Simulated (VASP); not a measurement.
# PbSe (Fm-3m) in VASP: a series of runs, part 2 of 2

VASP 6.6.1. The steps go on from the part before.

### Step 3. Single point, revPBE+D4 (volume scaled by 0.96)

Input file INCAR:

```
SYSTEM = PbSe
PREC = Accurate
ENCUT = 500
EDIFF = 1E-6
ISMEAR = 0
SIGMA = 0.05
LREAL = .FALSE.
LASPH = .TRUE.
NELM = 120
ALGO = Normal
ISIF = 2
LWAVE = .FALSE.
LCHARG = .FALSE.
GGA = RE
IVDW = 13
NBANDS = 17
GGA_COMPAT = .FALSE.
```

Input file KPOINTS:

```
Automatic mesh
0
G
  6 6 6
  0 0 0
```

Input file POSCAR:

```
PbSe
1.0
    0.0000000000      3.0247884761      3.0247884761
    3.0247884761      0.0000000000      3.0247884761
    3.0247884761      3.0247884761      0.0000000000
Pb Se
1 1
Direct
    0.5000000000      0.5000000000      0.5000000000
    0.0000000000      0.0000000000      0.0000000000
```

Potentials or basis: VASP PAW PBE potentials, release 64 (Pb_d, Se).

Started as:

```
cat potpaw_PBE.64/Pb_d/POTCAR potpaw_PBE.64/Se/POTCAR > POTCAR
mpirun -np 1 vasp_std > vasp.out
```

OUTCAR:

```text
SYSTEM = PbSe
   PREC = Accurate
   ENCUT = 500
   EDIFF = 1E-6
   ISMEAR = 0
   LREAL = .FALSE.
   LASPH = .TRUE.
   NELM = 120
   ISIF = 2
   GGA = RE
   IVDW = 13

 ion  position               nearest neighbor table
   1  0.500  0.500  0.500-   2 3.02   2 3.02   2 3.02   2 3.02   2 3.02   2 3.02
   2  0.000  0.000  0.000-   1 3.02   1 3.02   1 3.02   1 3.02   1 3.02   1 3.02

  LATTYP: Found a face centered cubic cell.
 ALAT       =     6.0495769522

  Lattice vectors:

 A1 = (   0.0000000000,   3.0247884761,   3.0247884761)
 A2 = (   3.0247884761,   0.0000000000,   3.0247884761)
 A3 = (   3.0247884761,   3.0247884761,   0.0000000000)

Analysis of symmetry for initial positions (statically):
=====================================================================
 Subroutine PRICEL returns:
 Original cell was already a primitive cell.

 Routine SETGRP: Setting up the symmetry group for a
 face centered cubic supercell.

 Subroutine GETGRP returns: Found 48 space group operations
 (whereof 48 operations were pure point group operations)
 out of a pool of 48 trial point group operations.

The static configuration has the point symmetry O_h .

Analysis of symmetry for dynamics (positions and initial velocities):
=====================================================================
 Subroutine PRICEL returns:
 Original cell was already a primitive cell.

 Routine SETGRP: Setting up the symmetry group for a
 face centered cubic supercell.

 Subroutine GETGRP returns: Found 48 space group operations
 (whereof 48 operations were pure point group operations)
 out of a pool of 48 trial point group operations.

The dynamic configuration has the point symmetry O_h .

 Subroutine INISYM returns: Found 48 space group operations
 (whereof 48 operations are pure point group operations),
 and found     1 'primitive' translations

----------------------------------------------------------------------------------------

                                     Primitive cell

  volume of cell :      55.3497

  direct lattice vectors                    reciprocal lattice vectors
     0.000000000  3.024788476  3.024788476    -0.165300815  0.165300815  0.165300815
     3.024788476  0.000000000  3.024788476     0.165300815 -0.165300815  0.165300815
     3.024788476  3.024788476  0.000000000     0.165300815  0.165300815 -0.165300815

  length of vectors
     4.277696886  4.277696886  4.277696886     0.286309410  0.286309410  0.286309410

  position of ions in fractional coordinates (direct lattice)
     0.500000000  0.500000000  0.500000000
     0.000000000  0.000000000  0.000000000

  ion indices of the primitive-cell ions
   primitive index   ion index
                 1           1
                 2           2

----------------------------------------------------------------------------------------

 KPOINTS: Automatic mesh

Automatic generation of k-mesh.
 Grid dimensions read from file:
 generate k-points for:    6    6    6

 Generating k-lattice:

  Cartesian coordinates                     Fractional coordinates (reciprocal lattice)
    -0.027550136  0.027550136  0.027550136     0.166666667  0.000000000  0.000000000
     0.027550136 -0.027550136  0.027550136     0.000000000  0.166666667  0.000000000
     0.027550136  0.027550136 -0.027550136     0.000000000  0.000000000  0.166666667

  Length of vectors
     0.047718235  0.047718235  0.047718235

  Shift w.r.t. Gamma in fractional coordinates (k-lattice)
     0.000000000  0.000000000  0.000000000

 Subroutine IBZKPT returns following result:
 ===========================================

 Found     16 irreducible k-points:

 Following reciprocal coordinates:
            Coordinates               Weight
  0.000000  0.000000  0.000000      1.000000
  0.166667  0.000000  0.000000      8.000000
  0.333333  0.000000  0.000000      8.000000
  0.500000  0.000000  0.000000      4.000000
  0.166667  0.166667  0.000000      6.000000
  0.333333  0.166667  0.000000     24.000000
[... 8 lines left out ...]
 -0.333333  0.333333  0.166667     24.000000
 -0.333333  0.500000  0.166667     12.000000
   k-points           NKPTS =     16   k-points in BZ     NKDIM =     16   number of bands    NBANDS=     17
   number of dos      NEDOS =    301   number of ions     NIONS =      2
   total plane-waves  NPLWV =  32768
   dimension x,y,z NGX =    32 NGY =   32 NGZ =   32
   dimension x,y,z NGXF=    64 NGYF=   64 NGZF=   64
   ions per type =               1   1
   NGX,Y,Z   is equivalent  to a cutoff of  12.44, 12.44, 12.44 a.u.
   NGXF,Y,Z  is equivalent  to a cutoff of  24.87, 24.87, 24.87 a.u.
 SYSTEM =  PbSe
   PREC   = accura    normal or accurate (medium, high low for compatibility)
   ISTART =      0    job   : 0-new  1-cont  2-samecut
   ICHARG =      2    charge: 1-file 2-atom 10-const
   ISPIN  =      1    spin polarized calculation?
   LNONCOLLINEAR =      F non collinear calculations
   LSORBIT =      F    spin-orbit coupling
   LASPH  =      T    aspherical Exc in radial PAW
   ENCUT  =  500.0 eV  36.75 Ry    6.06 a.u.   7.80  7.80  7.80*2*pi/ulx,y,z
   NELM   =    120;   NELMIN=  2; NELMDL= -5     # of ELM steps
   EDIFF  = 0.1E-05   stopping-criterion for ELM
   LREAL  =      F    real-space projection
   EDIFFG = 0.1E-04   stopping-criterion for IOM
   NSW    =      0    number of steps for IOM
   IBRION =     -1    ionic relax: 0-MD 1-quasi-New 2-CG
   NFREE  =      0    steps in history (QN), initial steepest desc. (CG)
   ISIF   =      2    stress and relaxation
   ISYM   =      2    0-nonsym 1-usesym 2-fastsym
   POTIM  = 0.5000    time-step for ionic-motion
   TEBEG  =    0.0;   TEEND  =   0.0 temperature during run
   PSTRESS=    0.0 pullay stress
   NELECT =      20.0000    total number of electrons
   NUPDOWN=      -1.0000    fix difference up-down
   EMIN   =  10.00;   EMAX   =-10.00  energy-range for DOS
   EFERMI =   0.00;   METHOD = LEGACY
   ISMEAR =     0;   SIGMA  =   0.05  broadening in eV -4-tet -1-fermi 0-gaus
   EFERMI_NEDOS =   21; number of points for ismear=-14 and -15
   IALGO  =     38    algorithm
   IMIX   =      4    mixing-type and parameters
     AMIX     =   0.40;   BMIX     =  1.00
     AMIX_MAG =   1.60;   BMIX_MAG =  1.00
  volume/ion in A,a.u.               =      27.67       186.76
  Fermi-wavevector in a.u.,A,eV,Ry     =   1.166039  2.203495 18.499126  1.359647
  Thomas-Fermi vector in A             =   2.302557
   LORBIT       =      0    0 simple, 1 ext, 2 COOP (PROOUT), +10 PAW based schemes
   GGA     = RE    functional components
   LHFCALC =     F    Hartree Fock is set to
   AEXX    =    0.0000 exact exchange contribution
   IVDW    =    13    specifies the selected vdW correction
   LEPSILON=     F    determine dielectric tensor
   LRPA    =     F    only Hartree local field effects (RPA)
 non-spin polarized calculation
 Gauss-broadening in eV      SIGMA  =   0.05
  energy-cutoff  :      500.00
  volume of cell :       55.35
 maximum number of plane-waves:      1420
   NGX = 15   NGY = 15   NGZ = 15

 number of electron      20.0000006 magnetization

 Free energy of the ion-electron system (eV)
  ---------------------------------------------------
  ext. energy  EPLUGINS =         0.00000000
  ---------------------------------------------------
  free energy    TOTEN  =        -7.50231216 eV

  energy without entropy =       -7.50230587  energy(sigma->0) =       -7.50230902

 E-fermi :   5.7529     XC(G=0):  -9.5932

 val. band max:        5.6398429964   @ k =   0.5000   0.0000   0.0000
 cond. band min:       5.8659831812   @ k =   0.5000   0.0000   0.0000
 fundamental gap:      0.2261401848
 Fermi energy:         5.7529130774

 k-point     1 :       0.0000    0.0000    0.0000
  band No.  band energies     occupation
      1     -11.3461      2.00000
      2     -11.3461      2.00000
      3     -11.3461      2.00000
      4     -11.3410      2.00000
      5     -11.3410      2.00000
      6      -8.2849      2.00000
[... 9 lines left out ...]
     16      12.0614      0.00000
     17      13.7579      0.00000
[... 281 lines left out ...]
 k-point    16 :      -0.3333    0.5000    0.1667
  band No.  band energies     occupation
      1     -11.4626      2.00000
      2     -11.3498      2.00000
      3     -11.3349      2.00000
      4     -11.3141      2.00000
      5     -11.2953      2.00000
      6      -6.6878      2.00000
[... 9 lines left out ...]
     16      17.4294      0.00000
     17      18.2575      0.00000

------------------------ aborting loop because EDIFF is reached ----------------------------------------

  DFT-D4 for vdW energy calculation

  Edisp (eV):   -1.27967

  FORCE on cell =-STRESS in cart. coord.  units (eV):
  Direction    XX          YY          ZZ          XY          YZ          ZX
  --------------------------------------------------------------------------------------
  -------------------------------------------------------------------------------------
  Total       0.76195     0.76195     0.76195     0.00000    -0.00000     0.00000
  in kB      22.05572    22.05572    22.05572     0.00000    -0.00000     0.00000
  external pressure =       22.06 kB  Pullay stress =        0.00 kB

 VOLUME and BASIS-vectors are now :
 -----------------------------------------------------------------------------
  energy-cutoff  :      500.00
  volume of cell :       55.35
      direct lattice vectors                 reciprocal lattice vectors
     0.000000000  3.024788476  3.024788476    -0.165300815  0.165300815  0.165300815
     3.024788476  0.000000000  3.024788476     0.165300815 -0.165300815  0.165300815
     3.024788476  3.024788476  0.000000000     0.165300815  0.165300815 -0.165300815

 POSITION                                       TOTAL-FORCE (eV/Angst)
 -----------------------------------------------------------------------------------
      3.02479      3.02479      3.02479         0.000000     -0.000000     -0.000000
      0.00000      0.00000      0.00000        -0.000000      0.000000      0.000000
 -----------------------------------------------------------------------------------
    total drift:                                0.000000     -0.000000      0.000000

  FREE ENERGIE OF THE ION-ELECTRON SYSTEM (eV)
  ---------------------------------------------------
  free  energy   TOTEN  =        -8.7819774689 eV

  energy  without entropy=       -8.7819711872  energy(sigma->0) =       -8.78197433
```

OSZICAR:

```text
N       E                     dE             d eps       ncg     rms          rms(c)
DAV:   1     0.149157350828E+03    0.14916E+03   -0.97213E+03   544   0.121E+03
DAV:   2     0.305919467405E+01   -0.14610E+03   -0.14144E+03   561   0.303E+02
DAV:   3    -0.750695254008E+01   -0.10566E+02   -0.10484E+02   697   0.863E+01
DAV:   4    -0.774851557218E+01   -0.24156E+00   -0.24140E+00   654   0.142E+01
DAV:   5    -0.775644419670E+01   -0.79286E-02   -0.79282E-02   763   0.263E+00    0.295E+00
DAV:   6    -0.750064989673E+01    0.25579E+00   -0.60797E-01   825   0.547E+00    0.175E+00
DAV:   7    -0.749723807957E+01    0.34118E-02   -0.12137E-01   672   0.173E+00    0.924E-01
DAV:   8    -0.750245971836E+01   -0.52216E-02   -0.14420E-02   635   0.133E+00    0.149E-01
DAV:   9    -0.750219727375E+01    0.26244E-03   -0.24288E-03   841   0.540E-01    0.494E-02
DAV:  10    -0.750229153571E+01   -0.94262E-04   -0.30059E-04   593   0.100E-01    0.199E-02
DAV:  11    -0.750231232385E+01   -0.20788E-04   -0.11415E-04   682   0.106E-01    0.118E-02
DAV:  12    -0.750231215586E+01    0.16799E-06   -0.59217E-06   658   0.147E-02
   1 F= -.87819775E+01 E0= -.87819743E+01  d E =-.628168E-05
```

stdout:

```text
POSCAR found type information on POSCAR PbSe
 POSCAR found :  2 types and       2 ions
 scaLAPACK will be used
 -----------------------------------------------------------------------------
|                                                                             |
|                                                                             |
|     You enforced a specific xc type in the INCAR file but a different       |
|     I HOPE YOU KNOW WHAT YOU ARE DOING!                                     |
|                                                                             |
 -----------------------------------------------------------------------------

 LDA part: xc-table for (Slater+PW92), standard interpolation
 POSCAR, INCAR and KPOINTS ok, starting setup
 FFT: planning ... GRIDC
 FFT: planning ... GRID_SOFT
 FFT: planning ... GRID
 WAVECAR not read
 entering main loop
```

Run time: 25 s. Hardware: 1 thread of Intel Xeon 8259CL, shared host; peak memory 0.18 GiB.

Results:

| Property | Result |
| --- | --- |
| Free energy | -8.7820 eV |
| Pressure | 2.2 GPa |
| Band gap on the k mesh | 0.23 eV, direct |
| Dispersion energy per atom | -0.640 eV |

Levels at points of the mesh, in eV from the valence-band top:
```
           k point  band 8  band 9  band 10  band 11  band 12  band 13
(0.00, 0.00, 0.00)   -2.09   -2.09    -2.09     4.79     4.79     4.79
(0.50, 0.00, 0.00)   -1.66   -1.66     0.00     0.23     1.61     1.61
(0.50, 0.50, 0.00)   -5.31   -3.50    -3.50     3.56     5.74     5.74
```

Caveat: the PAW data sets were made with another functional, which shifts forces and pressure a little; spin-orbit coupling is left out, which moves the levels of the heavy elements. A k mesh can miss the band edges.
